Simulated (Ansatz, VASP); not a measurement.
Given: the input of a run of VASP 6.6.1 on FePt.

INCAR

```
SYSTEM = FePt
PREC = Accurate
ENCUT = 520
EDIFF = 1E-7
ISMEAR = 0
SIGMA = 0.023
LREAL = .False.
LASPH = .True.
NELM = 150
ALGO = Fast
ISIF = 2
LWAVE = .False.
LCHARG = .False.
ISPIN = 2
MAGMOM = 0 3
LORBIT = 11
LMAXMIX = 4
GGA = PE
NBANDS = 20
```

The input KPOINTS:

```
Automatic mesh
0
Gamma
  10 10 7
  0 0 0
```

The input POSCAR:

```
FePt
1.0
    2.7235000000      0.0000000000      0.0000000000
    0.0000000000      2.7235000000      0.0000000000
    0.0000000000      0.0000000000      3.7200000000
Pt Fe
1 1
Direct
    0.5000000000      0.5000000000      0.5000000000
    0.0000000000      0.0000000000      0.0000000000
```

Potentials or basis: VASP PAW PBE potentials, release 64 (Pt, Fe).

Launch:

```sh
$ cat potpaw_PBE.64/Pt/POTCAR potpaw_PBE.64/Fe/POTCAR > POTCAR
$ mpirun -np 1 vasp_std > vasp.out
```

**Question.** Translate it to Ansatz 0.2.0. Potentials there: all-electron LAPW, scalar-relativistic.

**Answer.** As run (the cutoff follows the program's own potentials):

The input input.yaml:

```yaml
crystal:
  lattice:
    - [2.7235, 0.0, 0.0]
    - [0.0, 2.7235, 0.0]
    - [0.0, 0.0, 3.72]
  atoms:
    - { symbol: Pt, position: [0.5, 0.5, 0.5] }
    - { symbol: Fe, position: [0.0, 0.0, 0.0], spin: 3.0 }
kpoints:
  mp_grid: { grid: [10, 10, 7] }
scf:
  occupations: { method: gaussian, width: 0.023 }
hamiltonian:
  xc: pbe
  pseudopotentials: { kind: all_electron, lapw: { basis_error: 0.001 } }
magnetization:
  spin_polarized: true
output:
  forces: true
  stress: true
  eigenvalues: true
```

Potentials or basis: all-electron LAPW, scalar-relativistic.

The run is started by

```console
$ ansatz run input.yaml --threads 2 --pin off --max-ram 6144MiB --backend cpu --events-out ev --progress --plain --runs-dir out
```

Both were run:

|  | VASP | Ansatz | Ansatz less VASP |
| --- | --- | --- | --- |
| gap on the k mesh at the Fermi level (eV) | none | none | - |
| pressure (GPa) | 2.9 | 3.3 | +0.48 |
| traceless stress, the component that is largest in VASP (GPa) | 0.36 | 0.28 | -0.078 |
| net moment per atom (μB) | 1.63 | 1.64 | +0.009 |
| size of the moment on the site where the two differ most (μB) | 2.91 | 2.97 | +0.056 |

Site moments also hang on the region over which each program counts them. A gap of «none» marks a metal or a gap that the smearing closes. Ansatz ran all-electron here, and VASP with PAW potentials.

Spin-orbit coupling is off throughout.
